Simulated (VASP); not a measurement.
Here is a VASP 6.6.1 calculation.

INCAR

```
  ALGO = Normal
  EDIFF = 1E-7
  ENCUT = 520
  GGA = PE
  ISIF = 2
  ISMEAR = 0
  LASPH = T
  LCHARG = T
  LELF = T
  LREAL = F
  LVHAR = T
  LWAVE = F
  NBANDS = 28
  NELM = 80
  PREC = Accurate
  SIGMA = 0.02
```

The input KPOINTS:

```
k-points
0
Gamma
  6 6 6
```

POSCAR

```
BaTiO3
1.0
    2.7813049230      1.6057871460      2.2725407478
   -2.7813049230      1.6057871460      2.2725407478
    0.0000000000     -3.2115742920      2.2725407478
Ba Ti O
1 1 3
Direct
    0.0012937342      0.0012937342      0.0012937342
    0.4953272758      0.4953272758      0.4953272758
    0.5069161544      0.5069161544      0.0087466812
    0.0087466812      0.5069161544      0.5069161544
    0.5069161544      0.0087466812      0.5069161544
```

Potentials or basis: VASP PAW PBE potentials, release 64 (Ba_sv, Ti_sv, O).

Run with:

```sh
$ cat potpaw_PBE.64/Ba_sv/POTCAR potpaw_PBE.64/Ti_sv/POTCAR potpaw_PBE.64/O/POTCAR > POTCAR
$ mpirun -np 1 vasp_std > vasp.out
```

(1) What does it give for the pressure?

(2) Estimate the largest force.

(3) What does it give for the band gap on the k mesh?

Answers

(1) 14.8 GPa.

(2) 0.027 eV/Å.

(3) 1.98 eV, indirect (least direct gap 2.13 eV).

Caveat: spin-orbit coupling is left out, which moves the levels of the heavy elements.
